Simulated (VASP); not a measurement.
# AlAs (zincblende type) (F-43m) in VASP: a series of runs, part 2 of 2

VASP 6.6.1. The steps go on from the part before.

## 3. Single point, LDA (16.05 Å³/atom)

INCAR

```
  PREC = Accurate
  ENCUT = 500
  EDIFF = 1E-6
  ISMEAR = -1
  SIGMA = 0.08
  LREAL = F
  LASPH = T
  NELM = 120
  ALGO = Normal
  ISIF = 2
  LWAVE = F
  LCHARG = T
  LELF = T
  LVHAR = T
  NBANDS = 11
  GGA_COMPAT = F
```

KPOINTS

```
regular mesh
0
Gamma
  11 11 11
```

POSCAR

```
AlAs
1.0
    0.0000000000      2.5222931638      2.5222931638
    2.5222931638      0.0000000000      2.5222931638
    2.5222931638      2.5222931638      0.0000000000
Al As
1 1
Direct
    0.0000000000      0.0000000000      0.0000000000
    0.2500000000      0.2500000000      0.2500000000
```

Potentials or basis: VASP PAW LDA potentials, release 64 (Al, As).

Command:

```sh
$ cat potpaw_LDA.64/Al/POTCAR potpaw_LDA.64/As/POTCAR > POTCAR
$ mpirun -np 1 vasp_std > vasp.out
```

OUTCAR:

```text
PREC = Accurate
   ENCUT = 500
   EDIFF = 1E-6
   ISMEAR = -1
   LREAL = F
   LASPH = T
   NELM = 120
   ISIF = 2

 ion  position               nearest neighbor table
   1  0.000  0.000  0.000-   2 2.18   2 2.18   2 2.18   2 2.18
   2  0.250  0.250  0.250-   1 2.18   1 2.18   1 2.18   1 2.18

  LATTYP: Found a face centered cubic cell.
 ALAT       =     5.0445863276

  Lattice vectors:

 A1 = (   0.0000000000,   2.5222931638,   2.5222931638)
 A2 = (   2.5222931638,   0.0000000000,   2.5222931638)
[... 520 lines left out ...]

------------------------ aborting loop because EDIFF is reached ----------------------------------------

  FORCE on cell =-STRESS in cart. coord.  units (eV):
  Direction    XX          YY          ZZ          XY          YZ          ZX
  --------------------------------------------------------------------------------------
  -------------------------------------------------------------------------------------
  Total       10.0586705     10.0586705     10.0586705      0.0000000      0.0000000      0.0000000
  in kB      502.1511730    502.1511730    502.1511730      0.0000000      0.0000000      0.0000000
  external PRESSURE =     502.1511730 kB  Pullay stress =       0.0000000 kB

 VOLUME and BASIS-vectors are now :
 -----------------------------------------------------------------------------
  energy-cutoff  :      500.00
  volume of cell :       32.09
      direct lattice vectors                 reciprocal lattice vectors
     0.000000000  2.522293164  2.522293164    -0.198232310  0.198232310  0.198232310
     2.522293164  0.000000000  2.522293164     0.198232310 -0.198232310  0.198232310
     2.522293164  2.522293164  0.000000000     0.198232310  0.198232310 -0.198232310

 POSITION                                       TOTAL-FORCE (eV/Angst)
 -----------------------------------------------------------------------------------
      0.00000      0.00000      0.00000        -0.000000     -0.000000      0.000000
      1.26115      1.26115      1.26115         0.000000      0.000000     -0.000000
 -----------------------------------------------------------------------------------
    total drift:                                0.000000      0.000000      0.000000

  FREE ENERGIE OF THE ION-ELECTRON SYSTEM (eV)
  ---------------------------------------------------
  free  energy   TOTEN  =        -9.0137999993 eV

  energy  without entropy=       -9.0135646352  energy(sigma->0) =       -9.01368232
```

OSZICAR:

```text
N       E                     dE             d eps       ncg     rms          rms(c)
DAV:   1     0.161994301579E+02    0.16199E+02   -0.32464E+03  1240   0.556E+02
DAV:   2    -0.865850115906E+01   -0.24858E+02   -0.23396E+02  1571   0.941E+01
DAV:   3    -0.951923505261E+01   -0.86073E+00   -0.85913E+00  1556   0.175E+01
DAV:   4    -0.952391359361E+01   -0.46785E-02   -0.46783E-02  1422   0.156E+00
DAV:   5    -0.952396083999E+01   -0.47246E-04   -0.47245E-04  1519   0.153E-01    0.482E+00
DAV:   6    -0.912952491972E+01    0.39444E+00   -0.41643E-01  1357   0.264E+00    0.280E+00
DAV:   7    -0.901608798814E+01    0.11344E+00   -0.31418E-01  1408   0.235E+00    0.801E-01
DAV:   8    -0.901384850001E+01    0.22395E-02   -0.14360E-02  1397   0.683E-01    0.810E-02
DAV:   9    -0.901380492100E+01    0.43579E-04   -0.47622E-04  1427   0.123E-01    0.367E-02
DAV:  10    -0.901379906349E+01    0.58575E-05   -0.25286E-05  1418   0.244E-02    0.203E-02
DAV:  11    -0.901380033751E+01   -0.12740E-05   -0.48304E-06  1449   0.112E-02    0.112E-02
DAV:  12    -0.901379999928E+01    0.33823E-06   -0.11054E-06   790   0.452E-03
   1 F= -.90138000E+01 E0= -.90136823E+01  d E =-.235364E-03
```

stdout:

```text
POSCAR found type information on POSCAR AlAs
 POSCAR found :  2 types and       2 ions
 scaLAPACK will be used
 LDA part: xc-table for (Slater(with rela. corr.)+CA(PZ))
 , standard interpolation
 POSCAR, INCAR and KPOINTS ok, starting setup
 FFT: planning ... GRIDC
 FFT: planning ... GRID_SOFT
 FFT: planning ... GRID
 WAVECAR not read
 entering main loop
```

Wall time 14 s (1 thread of Intel Xeon Platinum 8259CL at 2.50GHz (Skylake/Cascade Lake), shared host); peak memory 0.15 GiB.

What came out:

```
Free energy            : -9.0138 eV
Pressure               : 50.2 GPa
Band gap on the k mesh : 0.63 eV (least direct gap 3.64 eV)
```

Levels at points of the mesh, in eV from the valence-band top:
| k point | band 2 | band 3 | band 4 | band 5 | band 6 | band 7 |
| --- | --- | --- | --- | --- | --- | --- |
| (0.00, 0.00, 0.00) | 0.00 | 0.00 | 0.00 | 4.85 | 4.87 | 4.87 |

Caveat: the cell stands under pressure; semilocal functionals underestimate gaps, and a narrow one can read as zero; an odd mesh through Γ misses points on the zone boundary, where band edges can lie.

## 4. Single point, LDA (16.05 Å³/atom)

INCAR

```
SYSTEM = AlAs
PREC = Accurate
ENCUT = 500
EDIFF = 1E-6
ISMEAR = -1
SIGMA = 0.08
LREAL = .False.
LASPH = .True.
NELM = 120
ALGO = Normal
ISIF = 2
LWAVE = .False.
LCHARG = .True.
LELF = .True.
LVHAR = .True.
NBANDS = 11
GGA_COMPAT = .False.
```

KPOINTS

```
Automatic mesh
0
Gamma
  11 11 11
  0 0 0
```

POSCAR is that of step 3.

Command:

```sh
$ cat potpaw_LDA.64/Al/POTCAR potpaw_LDA.64/As/POTCAR > POTCAR
$ mpirun -np 1 vasp_std > vasp.out
```

Wall time 14 s (1 thread of Intel Xeon Platinum 8259CL at 2.50GHz (Skylake/Cascade Lake), shared host); peak memory 0.15 GiB.

It converged, with:

| Quantity | Value |
| --- | --- |
| Free energy | -9.0138 eV |
| Pressure | 50.2 GPa |
| Band gap on the k mesh | 0.63 eV (least direct gap 3.64 eV) |

Levels at points of the mesh, in eV from the valence-band top:
| k point | band 1 | band 2 | band 3 | band 4 | band 5 | band 6 | band 7 | band 8 |
| --- | --- | --- | --- | --- | --- | --- | --- | --- |
| (0.00, 0.00, 0.00) | -14.24 | 0.00 | 0.00 | 0.00 | 4.85 | 4.87 | 4.87 | 4.87 |

Caveat: the cell stands under pressure; semilocal functionals underestimate gaps, and a narrow one can read as zero; an odd mesh through Γ misses points on the zone boundary, where band edges can lie.

## 5. Single point, LDA (17.83 Å³/atom)

This run uses another cell than the first one, of 17.83 Å³/atom.

INCAR

```
ALGO = Normal
EDIFF = 1E-6
ENCUT = 500
GGA_COMPAT = F
ISIF = 2
ISMEAR = -1
LASPH = T
LCHARG = F
LREAL = F
LWAVE = F
NBANDS = 11
NELM = 120
PREC = Accurate
SIGMA = 0.08
```

KPOINTS

```
k-points
0
Gamma
  11 11 11
```

POSCAR

```
AlAs
1.0
    0.0000000000      2.6124504360      2.6124504360
    2.6124504360      0.0000000000      2.6124504360
    2.6124504360      2.6124504360      0.0000000000
Al As
1 1
Direct
    0.0000000000      0.0000000000      0.0000000000
    0.2500000000      0.2500000000      0.2500000000
```

Command:

```sh
$ cat potpaw_LDA.64/Al/POTCAR potpaw_LDA.64/As/POTCAR > POTCAR
$ mpirun -np 1 vasp_std > vasp.out
```

Run time: 14 s. Hardware: 1 thread of Intel Xeon Platinum 8259CL at 2.50GHz (Skylake/Cascade Lake), shared host; peak memory 0.15 GiB.

Results (log left out):

- Free energy: -9.8635 eV
- Pressure: 27.8 GPa
- Band gap on the k mesh: 0.91 eV (least direct gap 3.63 eV)

Levels at points of the mesh, in eV from the valence-band top:
| k point | band 1 | band 2 | band 3 | band 4 | band 5 | band 6 | band 7 | band 8 |
| --- | --- | --- | --- | --- | --- | --- | --- | --- |
| (0.00, 0.00, 0.00) | -13.43 | 0.00 | 0.00 | 0.00 | 3.91 | 4.67 | 4.67 | 4.67 |

Caveat: the cell stands under pressure; an odd mesh through Γ misses points on the zone boundary, where band edges can lie.

## 6. Single point, LDA (17.83 Å³/atom)

This run uses another cell than the first one, of 17.83 Å³/atom.

INCAR

```
SYSTEM = AlAs
PREC     = Accurate       ! precision mode
ENCUT    = 500            ! plane-wave cutoff, eV
EDIFF    = 1E-6           ! SCF threshold, eV
ISMEAR   = -1             ! smearing method
SIGMA    = 0.08           ! smearing width, eV
LREAL    = .FALSE.        ! projectors in reciprocal space
LASPH    = .TRUE.         ! aspherical terms in the spheres
NELM     = 120            ! most SCF steps
ALGO     = Normal         ! electronic algorithm
ISIF     = 2              ! what is computed and relaxed
LWAVE    = .FALSE.        ! write WAVECAR
LCHARG   = .FALSE.        ! write CHGCAR
NBANDS   = 11             ! bands
GGA_COMPAT= .FALSE.
```

KPOINTS

```
Automatic mesh
0
G
  11 11 11
  0 0 0
```

POSCAR is that of step 5.

Potentials or basis: VASP PAW LDA potentials, release 64 (Al, As).

Command:

```sh
$ cat potpaw_LDA.64/Al/POTCAR potpaw_LDA.64/As/POTCAR > POTCAR
$ mpirun -np 1 vasp_std > vasp.out
```

It took 14 s on 1 thread of Intel Xeon Platinum 8259CL at 2.50GHz (Skylake/Cascade Lake), shared host; peak memory 0.15 GiB.

It converged, with:

| Quantity | Value |
| --- | --- |
| Free energy | -9.8635 eV |
| Pressure | 27.8 GPa |
| Band gap on the k mesh | 0.91 eV (least direct gap 3.63 eV) |

Levels at points of the mesh, in eV from the valence-band top:
```tsv
k point	band 1	band 2	band 3	band 4	band 5	band 6	band 7	band 8	band 9
(0.00, 0.00, 0.00)	-13.43	0.00	0.00	0.00	3.91	4.67	4.67	4.67	9.50
```

Caveat: the cell stands under pressure; an odd mesh through Γ misses points on the zone boundary, where band edges can lie.
